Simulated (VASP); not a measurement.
CaO:

```xyz
2
Lattice="0.0000 2.4036 2.4036 2.4036 0.0000 2.4036 2.4036 2.4036 0.0000" Properties=species:S:1:pos:R:3 pbc="T T T"
Ca    0.0000    0.0000    0.0000
O     2.4036    2.4036    2.4036
```

```yaml
Program: VASP 6.6.1
Task: relaxation of cell and atoms
Functional: PBEsol
Dispersion: D4
Potentials_or_basis: VASP PAW PBE potentials, release 64 (Ca_sv, O)
Cutoff: 600 eV
k_mesh: 10 × 10 × 10
Occupations: fermi-dirac, width 0.05 eV
Spin: no spin polarisation
```

At the start: pressure -3.4 GPa; volume 13.89 Å³/atom.

**Question.** Where does the relaxation end?

**Answer.** Over 3 steps the energy falls by 4.7 meV/atom and the volume is 13.46 Å³/atom (-3.1 %); space group Fm-3m (No. 225, to 0.1 Å) before and after.

Step by step:
```tsv
step	energy change (eV)	largest force (eV/Å)	pressure (GPa)	volume (Å³)
1	0.0000	0.0000	-3.42	27.77
2	-0.0078	0.0000	1.48	26.60
3	-0.0093	0.0000	0.00	26.92
```

Final structure:
```xyz
2
Lattice="0.0000 2.3788 2.3788 2.3788 0.0000 2.3788 2.3788 2.3788 0.0000" Properties=species:S:1:pos:R:3 pbc="T T T"
Ca    0.0000    0.0000    0.0000
O     2.3788    2.3788    2.3788
```

Caveat: the PAW data sets were made with another functional, which shifts forces and pressure a little.
